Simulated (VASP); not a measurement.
Set up this calculation in VASP 6.6.1, as the native input.

```yaml
Task: single point
Functional: LDA
Potentials_or_basis: VASP PAW LDA potentials, release 64 (Cd, Se)
Cutoff: 520 eV
k_mesh: 6 × 6 × 4
Occupations: gaussian, width 0.01 eV
Spin: no spin polarisation
Dipole_correction: no
Further_INCAR_settings: ALGO = Normal; EDIFF = 1e-06; NBANDS = 26
```

The structure of CdSe (Cadmoselite) lies in POSCAR:

```
CdSe
1.0
    4.2490183696      0.0000000000      0.0000000000
   -2.1245091848      3.6797578492      0.0000000000
    0.0000000000      0.0000000000      6.9383285327
Cd Se
2 2
Direct
    0.3333333333      0.6666666667      0.0047728097
    0.6666666667      0.3333333333      0.5047728097
    0.3333333333      0.6666666667      0.3802271903
    0.6666666667      0.3333333333      0.8802271903
```

The input as run:

INCAR

```
SYSTEM = CdSe
  PREC = Accurate
  ENCUT = 520
  EDIFF = 1E-6
  ISMEAR = 0
  SIGMA = 0.01
  LREAL = .FALSE.
  LASPH = .TRUE.
  NELM = 100
  ALGO = Normal
  ISIF = 2
  LWAVE = .FALSE.
  LCHARG = .FALSE.
  GGA = CA
  NBANDS = 26
```

KPOINTS

```
regular mesh
0
G
  6 6 4
  0 0 0
```

Potentials or basis: VASP PAW LDA potentials, release 64 (Cd, Se).

Launch:

```console
$ cat potpaw_LDA.64/Cd/POTCAR potpaw_LDA.64/Se/POTCAR > POTCAR
$ mpirun -np 1 vasp_std > vasp.out
```

Results of the run:

```yaml
Pressure: 0.5 GPa
Band_gap_on_the_k_mesh: 0.49 eV, direct
```

Wall time 34 s on 1 thread of Intel(R) Xeon(R) Platinum 8559C (Emerald Rapids) (shared host), peak memory 0.21 GiB.
